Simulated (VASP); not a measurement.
Wanted: the native input for a VASP 6.6.1 run.

```
Task                   : single point
Functional             : PBE
Potentials or basis    : VASP PAW PBE potentials, release 64 (Sn_d, As)
Cutoff                 : 520 eV
k mesh                 : 3 × 3 × 3
Occupations            : gaussian, width 0.1 eV
Spin                   : no spin polarisation
Dipole correction      : no
Further INCAR settings : ALGO = Fast; EDIFF = 1e-07; NBANDS = 63
```

The structure of Sn3As2 lies in POSCAR:

```
Sn3As2
1.0
    3.8534611260      2.2247968184      5.5417206051
   -3.8534611260      2.2247968184      5.5417206051
    0.0000000000     -4.4495936368      5.5417206051
Sn As
6 4
Direct
    0.0179373106      0.4820626894      0.7500000000
    0.7500000000      0.0179373106      0.4820626894
    0.4820626894      0.7500000000      0.0179373106
    0.9820626894      0.5179373106      0.2500000000
    0.2500000000      0.9820626894      0.5179373106
    0.5179373106      0.2500000000      0.9820626894
    0.8761215726      0.8761215726      0.8761215726
    0.6238784274      0.6238784274      0.6238784274
    0.1238784274      0.1238784274      0.1238784274
    0.3761215726      0.3761215726      0.3761215726
```

The input as run:

INCAR

```
SYSTEM = Sn3As2
PREC = Accurate
ENCUT = 520
EDIFF = 1E-7
ISMEAR = 0
SIGMA = 0.1
LREAL = .FALSE.
LASPH = .TRUE.
NELM = 60
ALGO = Fast
ISIF = 2
LWAVE = .FALSE.
LCHARG = .FALSE.
GGA = PE
NBANDS = 63
```

KPOINTS

```
regular mesh
0
G
  3 3 3
  0 0 0
```

Potentials or basis: VASP PAW PBE potentials, release 64 (Sn_d, As).

Launch:

```console
$ cat potpaw_PBE.64/Sn_d/POTCAR potpaw_PBE.64/As/POTCAR > POTCAR
$ mpirun -np 1 vasp_std > vasp.out
```

It gave:

```json
{"Pressure": "0.2 GPa", "Band gap on the k mesh": "zero (bands 52 and 53 overlap by 0.49 eV)"}
```

Caveat: semilocal functionals underestimate gaps, and a narrow one can read as zero; spin-orbit coupling is left out, which moves the levels of the heavy elements.

Wall time 4.2 min on 1 thread of Intel(R) Xeon(R) Platinum 8375C CPU @ 2.90GHz (Ice Lake), with other jobs on the host, peak memory 0.42 GiB.
